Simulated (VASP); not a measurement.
Runs of VASP 6.6.1 on SiO2. The structure is that of space group I-42d (No. 122), or close to it. The cells are those of the table. 

| cell | gap on the mesh (eV) | pressure (GPa) | largest force (eV/Å) |
| --- | --- | --- | --- |
| a = 5.191 Å, angles 123.7, 123.7, 83.8°, 6 atoms | 5.29 | -11.9 | 1.04 |
| a = 4.900 Å, angles 123.7, 123.7, 83.8°, 6 atoms | 6.46 | 17.4 | 1.16 |
| a = 5.111 Å, angles 123.7, 123.7, 83.8°, 6 atoms | (b) | -6.0 | (a) |
| a = 4.855 Å, angles 123.7, 123.7, 83.8°, 6 atoms | 6.61 | 24.2 | 1.62 |
| a = 5.152 Å, angles 123.7, 123.7, 83.8°, 6 atoms | 5.46 | -9.2 | 0.81 |
| a = 4.944 Å, angles 123.7, 123.7, 83.8°, 6 atoms | 6.30 | 11.5 | 0.74 |
| a = 4.987 Å, angles 123.7, 123.7, 83.8°, 6 atoms | 6.14 | 6.3 | 0.37 |
| a = 5.070 Å, angles 123.7, 123.7, 83.8°, 6 atoms | 5.81 | -2.4 | 0.28 |

Alike in all rows: task single point; level PBEsol; potentials or basis VASP PAW PBE potentials, release 64 (Si, O); no spin polarisation; k mesh 6 × 6 × 6; cutoff (eV) 520; smearing gaussian 0.01 eV.

Question: Fill in the values left out.

Answer: (a) 0.56; (b) 5.63.

Caveats: the PAW data sets were made with another functional, which shifts forces and pressure a little.

A k mesh can miss the band edges.
